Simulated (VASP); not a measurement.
Wanted: the native input for a VASP 6.6.1 run.

| Quantity | Value |
| --- | --- |
| Task | single point |
| Functional | PBE |
| Potentials or basis | VASP PAW PBE potentials, release 64 (Bi_d, O, H) |
| Cutoff | 520 eV |
| k mesh | 1 × 1 × 1 |
| Occupations | gaussian, width 0.01 eV |
| Spin | no spin polarisation |
| Dipole correction | no |
| Further INCAR settings | ALGO = Normal; EDIFF = 1e-06; NBANDS = 36 |

The structure of BiO5H5 (Bi(OH)5) lies in POSCAR:

```
BiH5O5
1.0
   13.8600000000      0.0000000000      0.0000000000
    0.0000000000     12.7900000000      0.0000000000
    0.0000000000      0.0000000000     12.7200000000
Bi O H
1 5 5
Direct
    0.4977936500      0.5054386200      0.4534434000
    0.4805945200      0.5002243900      0.6175235800
    0.6511457400      0.4941282300      0.4709229600
    0.5136132800      0.6454112600      0.3709080200
    0.3478059200      0.5140453500      0.4422728000
    0.5090938000      0.3668147000      0.3689300300
    0.5416378100      0.4762056300      0.6464080200
    0.6755800900      0.5504464400      0.5146501600
    0.5820223700      0.6483307300      0.3537735800
    0.3246753200      0.4987333900      0.5128726400
    0.5780137100      0.3518373700      0.3678089600
```

One way to write it, as run:

INCAR

```
SYSTEM = BiH5O5
PREC = Accurate ; ENCUT = 520
EDIFF = 1E-6 ; ISMEAR = 0
SIGMA = 0.01 ; LREAL = .False.
LASPH = .True. ; NELM = 60
ALGO = Normal ; ISIF = 2
LWAVE = .False. ; LCHARG = .False.
GGA = PE ; NBANDS = 36
```

KPOINTS

```
Automatic mesh
0
Gamma
  1 1 1
  0 0 0
```

Potentials or basis: VASP PAW PBE potentials, release 64 (Bi_d, O, H).

The run is started by

```console
$ cat potpaw_PBE.64/Bi_d/POTCAR potpaw_PBE.64/O/POTCAR potpaw_PBE.64/H/POTCAR > POTCAR
$ mpirun -np 1 vasp_gam > vasp.out
```

It gave:

| Property | Result |
| --- | --- |
| Largest force | 0.428 eV/Å |
| Gap between the frontier levels | 2.52 eV |

Caveat: spin-orbit coupling is left out, which moves the levels of the heavy elements.

It took 7.9 min on 1 thread of Intel(R) Xeon(R) Platinum 8259CL CPU @ 2.50GHz (Skylake/Cascade Lake), with other jobs on the host, peak memory 1.6 GiB.
